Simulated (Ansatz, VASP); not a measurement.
## HC in VASP and in Ansatz

```
C H
1.0
    14.09685    0.00000    0.00000
     0.00000   14.50000    0.00000
     0.00000    0.00000   15.00000
C H
2 2
Cartesian
  6.4788 7.3246 7.3070
  7.6134 7.1731 7.6876
  5.4720 7.4591 6.9692
  8.6201 7.0386 8.0253
```

Alike in both runs: functional PBE; dispersion D3(BJ); k mesh 1 × 1 × 1; occupations gaussian, width 0.005 eV; no spin polarisation.

Ansatz relaxed the structure, and its values are those at the end. VASP's run is a single point on that final structure, the one shown.

```csv
,VASP,Ansatz
version,VASP 6.6.1,Ansatz 0.2.0
potentials or method,"VASP PAW PBE potentials, release 64 (C, H), cutoff 520 eV","scalar-relativistic, plane waves, PAW"
valence electrons in the cell,10,10
```

Ansatz gave:

| Item | Value |
| --- | --- |
| gap on the k mesh at the Fermi level (eV) | 6.74 |
| rms of the force components (eV/Å) | 0.001 |

Which values does VASP return?

gap on the k mesh at the Fermi level (eV): 6.75; rms of the force components (eV/Å): 0.046.
